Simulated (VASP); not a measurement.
Ge:

```
CELL_PARAMETERS angstrom
-2.51243 2.66842 1.44646
2.51243 -2.66842 1.44646
2.51243 2.66842 -1.44646
ATOMIC_POSITIONS crystal
Ge 0.31406 0.06406 0.25000
Ge 0.68594 0.93594 0.75000
```

Base run:

* Program: VASP 6.6.1
* Functional: r2SCAN
* Potentials or basis: VASP PAW PBE potentials, release 64 (Ge_d)
* Cutoff: 520 eV
* k mesh: 11 × 11 × 11
* Occupations: fermi-dirac, width 0.05 eV
* Spin: no spin polarisation

Its results: band gap on the k mesh zero (band 14 reaches 8.33 eV, above the bottom of band 15 at 3.01 eV); pressure -2.9 GPa; largest force 0.096 eV/Å.

**Question.** The run is repeated on the same cell with these changes: functional from r2SCAN to LDA; potentials or basis from VASP PAW PBE potentials, release 64 (Ge_d) to VASP PAW LDA potentials, release 64 (Ge_d). What comes out?

**Answer.** Band gap on the k mesh zero (band 14 reaches 8.00 eV, above the bottom of band 15 at 3.03 eV); pressure -5.4 GPa; largest force 0.070 eV/Å.

Caveats: the PAW data sets were made with another functional, which shifts forces and pressure a little (some runs).
